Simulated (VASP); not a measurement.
# Cu6H in VASP: notebook

The runs below take Cu6H through single point, with PBE.

Everything below comes from runs of VASP 6.6.1. Logs are shortened: lines on timing, memory, paths and dates and some standing lists are left out, and cuts for length are marked.

## Step 1: The cell of the first run

The cell holds a slab with vacuum, 14 atoms: a = 5.133 Å, b = 5.133 Å, c = 21.529 Å, α = 90.00°, β = 90.00°, γ = 90.00°.

## Step 2: Single point, PBE

INCAR reads:

```
SYSTEM = Cu6H
ALGO = Fast
DIPOL = 0.5 0.5 0.297
EDIFF = 1E-6
ENCUT = 520
GGA = PE
IDIPOL = 3
ISIF = 2
ISMEAR = 0
LASPH = .True.
LCHARG = .False.
LDIPOL = .True.
LREAL = .False.
LWAVE = .False.
NBANDS = 80
NELM = 60
PREC = Accurate
SIGMA = 0.1
```

KPOINTS reads:

```
k-points
0
Gamma
  5 5 1
  0 0 0
```

POSCAR reads:

```
Cu6H
1.0
    5.1332392722      0.0000000000      0.0000000000
    0.0000000000      5.1332392722      0.0000000000
    0.0000000000      0.0000000000     21.5289058579
Cu H
12 2
Direct
    0.2500000000      0.2500000000      0.1857967157
    0.2500000000      0.7500000000      0.1857967157
    0.7500000000      0.2500000000      0.1857967157
    0.7500000000      0.7500000000      0.1857967157
    0.0000000000      0.0000000000      0.2677566944
    0.0000000000      0.5000000000      0.2677566944
    0.5000000000      0.0000000000      0.2677566944
    0.5000000000      0.5000000000      0.2677566944
    0.2500000000      0.2500000000      0.3497114952
    0.2500000000      0.7500000000      0.3497114952
    0.7500000000      0.2500000000      0.3497114952
    0.7500000000      0.7500000000      0.3497114952
    0.1604853728      1.0000000000      0.4704793604
    0.3395146272      1.0000000000      0.4704793604
```

Potentials or basis: VASP PAW PBE potentials, release 64 (Cu, H).

Started as:

```sh
cat potpaw_PBE.64/Cu/POTCAR potpaw_PBE.64/H/POTCAR > POTCAR
mpirun -np 1 vasp_std > vasp.out
```

OUTCAR:

```text
SYSTEM = Cu6H
   EDIFF = 1E-6
   ENCUT = 520
   GGA = PE
   ISIF = 2
   ISMEAR = 0
   LASPH = .True.
   LREAL = .False.
   NELM = 60
   PREC = Accurate

 ion  position               nearest neighbor table
   1  0.250  0.250  0.186-   5 2.53   6 2.53   7 2.53   8 2.53   2 2.57   3 2.57   2 2.57   3 2.57

   2  0.250  0.750  0.186-   5 2.53   6 2.53   7 2.53   8 2.53   1 2.57   4 2.57   1 2.57   4 2.57

   3  0.750  0.250  0.186-   5 2.53   6 2.53   7 2.53   8 2.53   1 2.57   4 2.57   4 2.57   1 2.57
[... 15 lines left out ...]
  11  0.750  0.250  0.350-   5 2.53   6 2.53   7 2.53   8 2.53   9 2.57  12 2.57  12 2.57   9 2.57

  12  0.750  0.750  0.350-   5 2.53   6 2.53   7 2.53   8 2.53  10 2.57  11 2.57  11 2.57  10 2.57

  13  0.160  0.000  0.470-
  14  0.340  0.000  0.470-

  LATTYP: Found a simple tetragonal cell.
 ALAT       =     5.1332392722
 C/A-ratio  =     4.1940195491

  Lattice vectors:

 A1 = (   5.1332392722,   0.0000000000,   0.0000000000)
 A2 = (   0.0000000000,   5.1332392722,   0.0000000000)
 A3 = (   0.0000000000,   0.0000000000,  21.5289058579)

Analysis of symmetry for initial positions (statically):
=====================================================================
 Subroutine PRICEL returns:
 Original cell was already a primitive cell.

 Routine SETGRP: Setting up the symmetry group for a
 simple tetragonal supercell.

 Subroutine GETGRP returns: Found  4 space group operations
 (whereof  2 operations were pure point group operations)
 out of a pool of 16 trial point group operations.

The static configuration has the point symmetry C_1h.
 The point group associated with its full space group is C_2v.

Analysis of symmetry for dynamics (positions and initial velocities):
=====================================================================
 Subroutine PRICEL returns:
 Original cell was already a primitive cell.

 Routine SETGRP: Setting up the symmetry group for a
 simple tetragonal supercell.

 Subroutine GETGRP returns: Found  4 space group operations
 (whereof  2 operations were pure point group operations)
 out of a pool of 16 trial point group operations.

The dynamic configuration has the point symmetry C_1h.
 The point group associated with its full space group is C_2v.

 Subroutine INISYM returns: Found  4 space group operations
 (whereof  2 operations are pure point group operations),
 and found     1 'primitive' translations

----------------------------------------------------------------------------------------

                                     Primitive cell

  volume of cell :     567.2898

  direct lattice vectors                    reciprocal lattice vectors
     5.133239272  0.000000000  0.000000000     0.194808764  0.000000000  0.000000000
     0.000000000  5.133239272  0.000000000     0.000000000  0.194808764  0.000000000
     0.000000000  0.000000000 21.528905858     0.000000000  0.000000000  0.046449179

  length of vectors
     5.133239272  5.133239272 21.528905858     0.194808764  0.194808764  0.046449179

  position of ions in fractional coordinates (direct lattice)
     0.250000000  0.250000000  0.185796716
     0.250000000  0.750000000  0.185796716
     0.750000000  0.250000000  0.185796716
     0.750000000  0.750000000  0.185796716
     0.000000000  0.000000000  0.267756694
     0.000000000  0.500000000  0.267756694
     0.500000000  0.000000000  0.267756694
     0.500000000  0.500000000  0.267756694
     0.250000000  0.250000000  0.349711495
     0.250000000  0.750000000  0.349711495
     0.750000000  0.250000000  0.349711495
     0.750000000  0.750000000  0.349711495
     0.160485373  0.000000000  0.470479360
     0.339514627  0.000000000  0.470479360

  ion indices of the primitive-cell ions
   primitive index   ion index
                 1           1
                 2           2
                 3           3
                 4           4
                 5           5
                 6           6
                 7           7
                 8           8
                 9           9
                10          10
                11          11
                12          12
                13          13
                14          14

----------------------------------------------------------------------------------------

 KPOINTS: k-points

Automatic generation of k-mesh.
 Grid dimensions read from file:
 generate k-points for:    5    5    1

 Generating k-lattice:

  Cartesian coordinates                     Fractional coordinates (reciprocal lattice)
     0.038961753  0.000000000  0.000000000     0.200000000  0.000000000  0.000000000
     0.000000000  0.038961753  0.000000000     0.000000000  0.200000000  0.000000000
     0.000000000  0.000000000  0.046449179     0.000000000  0.000000000  1.000000000

  Length of vectors
     0.038961753  0.038961753  0.046449179

  Shift w.r.t. Gamma in fractional coordinates (k-lattice)
     0.000000000  0.000000000  0.000000000

 Subroutine IBZKPT returns following result:
 ===========================================

 Found      9 irreducible k-points:

 Following reciprocal coordinates:
            Coordinates               Weight
  0.000000  0.000000  0.000000      1.000000
  0.200000  0.000000  0.000000      2.000000
  0.000000  0.200000  0.000000      2.000000
  0.400000  0.000000  0.000000      2.000000
  0.000000  0.400000  0.000000      2.000000
  0.200000  0.200000  0.000000      4.000000
  0.400000  0.200000  0.000000      4.000000
 -0.200000  0.400000  0.000000      4.000000
  0.400000  0.400000  0.000000      4.000000
   k-points           NKPTS =      9   k-points in BZ     NKDIM =      9   number of bands    NBANDS=     80
   number of dos      NEDOS =    301   number of ions     NIONS =     14
   total plane-waves  NPLWV = 256000
   dimension x,y,z NGX =    40 NGY =   40 NGZ =  160
   dimension x,y,z NGXF=    80 NGYF=   80 NGZF=  320
   ions per type =              12   2
   NGX,Y,Z   is equivalent  to a cutoff of  12.95, 12.95, 12.36 a.u.
   NGXF,Y,Z  is equivalent  to a cutoff of  25.91, 25.91, 24.71 a.u.
 SYSTEM =  Cu6H
   PREC   = accura    normal or accurate (medium, high low for compatibility)
   ISTART =      0    job   : 0-new  1-cont  2-samecut
   ICHARG =      2    charge: 1-file 2-atom 10-const
   ISPIN  =      1    spin polarized calculation?
   LNONCOLLINEAR =      F non collinear calculations
   LSORBIT =      F    spin-orbit coupling
   LASPH  =      T    aspherical Exc in radial PAW
   ENCUT  =  520.0 eV  38.22 Ry    6.18 a.u.   9.54  9.54 40.03*2*pi/ulx,y,z
   NELM   =     60;   NELMIN=  2; NELMDL= -5     # of ELM steps
   EDIFF  = 0.1E-05   stopping-criterion for ELM
   LREAL  =      F    real-space projection
   EDIFFG = 0.1E-04   stopping-criterion for IOM
   NSW    =      0    number of steps for IOM
   IBRION =     -1    ionic relax: 0-MD 1-quasi-New 2-CG
   NFREE  =      0    steps in history (QN), initial steepest desc. (CG)
   ISIF   =      2    stress and relaxation
   ISYM   =      2    0-nonsym 1-usesym 2-fastsym
   POTIM  = 0.5000    time-step for ionic-motion
   TEBEG  =    0.0;   TEEND  =   0.0 temperature during run
   PSTRESS=    0.0 pullay stress
   NELECT =     134.0000    total number of electrons
   NUPDOWN=      -1.0000    fix difference up-down
   EMIN   =  10.00;   EMAX   =-10.00  energy-range for DOS
   EFERMI =   0.00;   METHOD = LEGACY
   ISMEAR =     0;   SIGMA  =   0.10  broadening in eV -4-tet -1-fermi 0-gaus
   EFERMI_NEDOS =   21; number of points for ismear=-14 and -15
   IALGO  =     68    algorithm
   IMIX   =      4    mixing-type and parameters
     AMIX     =   0.40;   BMIX     =  1.00
     AMIX_MAG =   1.60;   BMIX_MAG =  1.00
  volume/ion in A,a.u.               =      40.52       273.45
  Fermi-wavevector in a.u.,A,eV,Ry     =   1.011987  1.912377 13.933957  1.024117
  Thomas-Fermi vector in A             =   2.145069
   LORBIT       =      0    0 simple, 1 ext, 2 COOP (PROOUT), +10 PAW based schemes
   GGA     = PE    functional components
   LHFCALC =     F    Hartree Fock is set to
   AEXX    =    0.0000 exact exchange contribution
   IVDW    =     0    specifies the selected vdW correction
   LEPSILON=     F    determine dielectric tensor
   LRPA    =     F    only Hartree local field effects (RPA)
 non-spin polarized calculation
 RMM-DIIS sequential band-by-band and
 Gauss-broadening in eV      SIGMA  =   0.10
  energy-cutoff  :      520.00
  volume of cell :      567.29
 maximum number of plane-waves:     15381
 NGX is ok and might be reduce to    40
   NGX = 19   NGY = 19   NGZ = 81

 dipolmoment           0.000000      0.000000      0.018241 electrons x Angstroem

 number of electron     133.9999771 magnetization

 dipolmoment           0.000000      0.000000     -0.045593 electrons x Angstroem

 Free energy of the ion-electron system (eV)
  ---------------------------------------------------
  ext. energy  EPLUGINS =         0.00000000
  ---------------------------------------------------
  free energy    TOTEN  =       -46.36125467 eV

  energy without entropy =      -46.34229848  energy(sigma->0) =      -46.35177657

 E-fermi :  -1.3119     XC(G=0):  -4.2903

 val. band max:       -1.3339434283   @ k =   0.0000   0.0000   0.0000
 cond. band min:      -1.2899627766   @ k =   0.2000   0.0000   0.0000
 fundamental gap:      0.0439806517
 Fermi energy:        -1.3119147862

 k-point     1 :       0.0000    0.0000    0.0000
  band No.  band energies     occupation
      1      -9.7093      2.00000
      2      -7.4018      2.00000
      3      -6.8266      2.00000
      4      -6.1786      2.00000
      5      -6.1783      2.00000
      6      -5.9396      2.00000
[... 727 lines left out ...]
     78       4.4940      0.00000
     79       4.4983      0.00000
 [bands above 79 left out]

------------------------ aborting loop because EDIFF is reached ----------------------------------------

 vacuum level on the upper side and lower side of the slab       (xc-potential included)        -0.243         0.078

  FORCE on cell =-STRESS in cart. coord.  units (eV):
  Direction    XX          YY          ZZ          XY          YZ          ZX
  --------------------------------------------------------------------------------------
  -------------------------------------------------------------------------------------
  Total       -7.4671498     -4.5663946      0.7664276      0.0000000      0.0000000      0.0000000
  in kB      -21.0892177    -12.8967134      2.1645954      0.0000000      0.0000000      0.0000000
  external PRESSURE =     -10.6071119 kB  Pullay stress =       0.0000000 kB

 VOLUME and BASIS-vectors are now :
 -----------------------------------------------------------------------------
  energy-cutoff  :      520.00
  volume of cell :      567.29
      direct lattice vectors                 reciprocal lattice vectors
     5.133239272  0.000000000  0.000000000     0.194808764  0.000000000  0.000000000
     0.000000000  5.133239272  0.000000000     0.000000000  0.194808764  0.000000000
     0.000000000  0.000000000 21.528905858     0.000000000  0.000000000  0.046449179

 POSITION                                       TOTAL-FORCE (eV/Angst)
 -----------------------------------------------------------------------------------
      1.28331      1.28331      4.00000         0.000000      0.000118     -0.050049
      1.28331      3.84993      4.00000         0.000000     -0.000118     -0.050049
      3.84993      1.28331      4.00000        -0.000000      0.000888     -0.039441
      3.84993      3.84993      4.00000        -0.000000     -0.000888     -0.039441
      0.00000      0.00000      5.76451         0.008937      0.000000     -0.000027
      0.00000      2.56662      5.76451         0.009096      0.000000      0.012059
      2.56662      0.00000      5.76451        -0.008937      0.000000     -0.000027
      2.56662      2.56662      5.76451        -0.009096      0.000000      0.012059
      1.28331      1.28331      7.52891        -0.000000      0.018472      0.019509
      1.28331      3.84993      7.52891         0.000000     -0.018472      0.019509
      3.84993      1.28331      7.52891        -0.000000      0.011357     -0.000895
      3.84993      3.84993      7.52891        -0.000000     -0.011357     -0.000895
      0.82381      0.00000     10.12891         3.385491      0.000000      0.058844
      1.74281      0.00000     10.12891        -3.385491      0.000000      0.058844
 -----------------------------------------------------------------------------------
    total drift:                               -0.000000      0.000000      0.000269

  FREE ENERGIE OF THE ION-ELECTRON SYSTEM (eV)
  ---------------------------------------------------
  free  energy   TOTEN  =       -46.3612546738 eV

  energy  without entropy=      -46.3422984758  energy(sigma->0) =      -46.35177657

 vacuum level on the upper side and lower side of the slab         2.932         3.258
```

Run time: 28 min. Hardware: 1 thread of Oxide Virtual Turin-like, shared host; peak memory 0.7 GiB.

Results:

* Free energy: -46.3613 eV
* Largest force: 3.386 eV/Å
* Band gap on the k mesh: zero (bands 67 and 68 overlap by 1.13 eV)

Forces on the atoms (eV/Å):
```
Cu   0.000  0.000 -0.050
Cu   0.000  0.000 -0.050
Cu   0.000  0.001 -0.039
Cu   0.000 -0.001 -0.039
Cu   0.009  0.000  0.000
Cu   0.009  0.000  0.012
Cu  -0.009  0.000  0.000
Cu  -0.009  0.000  0.012
Cu   0.000  0.018  0.020
Cu   0.000 -0.018  0.020
Cu   0.000  0.011 -0.001
Cu   0.000 -0.011 -0.001
H    3.385  0.000  0.059
H   -3.385  0.000  0.059
```

## Step 3: Single point, PBE

INCAR reads:

```
SYSTEM = Cu6H
PREC = Accurate ; ENCUT = 520
EDIFF = 1E-6 ; ISMEAR = 0
SIGMA = 0.1 ; LREAL = .FALSE.
LASPH = .TRUE. ; NELM = 100
ALGO = Fast ; ISIF = 2
LWAVE = .FALSE. ; LCHARG = .FALSE.
LDIPOL = .TRUE. ; IDIPOL = 3
DIPOL = 0.5 0.5 0.303 ; GGA = PE
NBANDS = 80
```

KPOINTS reads:

```
Automatic mesh
0
G
  5 5 1
  0 0 0
```

Edit POSCAR of step 2 so:

```diff
@@ -20,3 +20,3 @@
     0.7500000000      0.7500000000      0.3497114952
-    0.1604853728      1.0000000000      0.4704793604
-    0.3395146272      1.0000000000      0.4704793604
+    0.1604853728      1.0000000000      0.5169285393
+    0.3395146272      1.0000000000      0.5169285393
```

Potentials or basis: VASP PAW PBE potentials, release 64 (Cu, H).

Started as:

```sh
cat potpaw_PBE.64/Cu/POTCAR potpaw_PBE.64/H/POTCAR > POTCAR
mpirun -np 1 vasp_std > vasp.out
```

Wall time 29 min (1 thread of Oxide Virtual Turin-like, shared host); peak memory 0.69 GiB.

It converged, with:

```
Free energy            : -46.4128 eV
Largest force          : 3.524 eV/Å
Band gap on the k mesh : zero (bands 67 and 68 overlap by 1.15 eV)
```

Forces on the atoms (eV/Å):
```
Cu   0.000  0.000 -0.035
Cu   0.000  0.000 -0.035
Cu   0.000  0.000 -0.034
Cu   0.000  0.000 -0.034
Cu   0.002  0.000  0.001
Cu   0.001  0.000  0.001
Cu  -0.002  0.000  0.001
Cu  -0.001  0.000  0.001
Cu   0.000  0.001  0.035
Cu   0.000 -0.001  0.035
Cu   0.000  0.001  0.027
Cu   0.000 -0.001  0.027
H    3.524  0.000  0.005
H   -3.524  0.000  0.005
```

Levels at points of the mesh, in eV from the Fermi level:
```
           k point  band 63  band 64  band 65  band 66  band 67  band 68  band 69  band 70  band 71  band 72
(0.00, 0.00, 0.00)    -1.14    -0.89    -0.21    -0.21    -0.09    -0.09    -0.03    -0.03     1.27     2.82
```

The gap in the log of VASP goes by the Fermi energy; the results here count the filled bands.